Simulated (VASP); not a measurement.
The system is Na2S.

```
CELL_PARAMETERS angstrom
0.00000 3.25543 3.25543
3.25543 0.00000 3.25543
3.25543 3.25543 0.00000
ATOMIC_POSITIONS crystal
S 0.00000 0.00000 0.00000
Na 0.25000 0.25000 0.25000
Na 0.75000 0.75000 0.75000
```

Base run:

```yaml
Program: VASP 6.6.1
Functional: HSE06
Potentials_or_basis: VASP PAW PBE potentials, release 64 (S, Na_pv)
Cutoff: 400 eV
k_mesh: 4 × 4 × 4
Occupations: gaussian, width 0.01 eV
Spin: no spin polarisation
```

Its results: band gap on the k mesh 3.52 eV, direct; pressure 0.0 GPa.

After a change of settings the same cell gave: band gap on the k mesh 2.53 eV, direct; pressure 0.9 GPa. Which change was it?
A. functional from HSE06 to PBE; cutoff from 400 eV to 500 eV
B. functional from HSE06 to LDA; potentials or basis from VASP PAW PBE potentials, release 64 (S, Na_pv) to VASP PAW LDA potentials, release 64 (S, Na_pv); cutoff from 400 eV to 500 eV
C. functional from HSE06 to r2SCAN; cutoff from 400 eV to 550 eV

A.

HSE06 gives the wider gap, since exact exchange removes part of the self-interaction.

Caveats: the PAW data sets were made with another functional, which shifts forces and pressure a little (some runs).
